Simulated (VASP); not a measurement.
Write the native input for VASP 6.6.1 that does the following.

| Item | Value |
| --- | --- |
| Task | single point |
| Functional | r2SCAN |
| Potentials or basis | VASP PAW PBE potentials, release 64 (Cu) |
| Cutoff | 520 eV |
| k mesh | 18 × 18 × 10 |
| Occupations | gaussian, width 0.1 eV |
| Spin | no spin polarisation |
| Dipole correction | no |
| Further INCAR settings | ALGO = Normal; EDIFF = 1e-06; NBANDS = 18 |

Cu:

```
CELL_PARAMETERS angstrom
2.66544 0.00000 0.00000
-1.33272 2.30834 0.00000
0.00000 0.00000 3.95559
ATOMIC_POSITIONS crystal
Cu 0.33333 0.66667 0.25000
Cu 0.66667 0.33333 0.75000
```

This cell differs from its parent crystal: functional r2SCAN, strained.

These files were run (other wordings do the same):

POSCAR

```
Cu
1.0
    2.6654389002      0.0000000000      0.0000000000
   -1.3327194501      2.3083377998      0.0000000000
    0.0000000000      0.0000000000      3.9555941649
Cu
2
Direct
    0.3333333300      0.6666666700      0.2500000000
    0.6666666700      0.3333333300      0.7500000000
```

INCAR.step1

```
SYSTEM = Cu
  PREC = Accurate
  ENCUT = 520
  ISMEAR = 0
  SIGMA = 0.1
  LREAL = .False.
  LASPH = .True.
  NELM = 80
  NBANDS = 18
  GGA = PE
  ALGO = Normal
  EDIFF = 1E-4
  LWAVE = .True.
  LCHARG = .False.
```

INCAR.step2

```
SYSTEM = Cu
  PREC = Accurate
  ENCUT = 520
  EDIFF = 1E-6
  ISMEAR = 0
  SIGMA = 0.1
  LREAL = .False.
  LASPH = .True.
  NELM = 80
  ALGO = Normal
  ISIF = 2
  LWAVE = .False.
  LCHARG = .True.
  METAGGA = R2SCAN
  LMIXTAU = .True.
  LELF = .True.
  LVHAR = .True.
  NBANDS = 18
  ISTART = 1
```

KPOINTS

```
regular mesh
0
Gamma
  18 18 10
  0 0 0
```

Potentials or basis: VASP PAW PBE potentials, release 64 (Cu).

Command:

```bash
$ cat potpaw_PBE.64/Cu/POTCAR > POTCAR
$ cp INCAR.step1 INCAR
$ mpirun -np 1 vasp_std > vasp.out
$ cp INCAR.step2 INCAR
$ mpirun -np 1 vasp_std > vasp.out
```

Results of the run:

```json
{
  "Pressure": "-6.4 GPa",
  "Band gap on the k mesh": "zero (band 11 reaches 10.71 eV, above the bottom of band 12 at 5.06 eV)"
}
```

Caveat: the cell differs from its parent crystal (functional r2SCAN, strained); the PAW data sets were made with another functional, which shifts forces and pressure a little.

It took 9.1 min on 1 thread of AMD EPYC 7R13, on a shared host, peak memory 0.17 GiB.
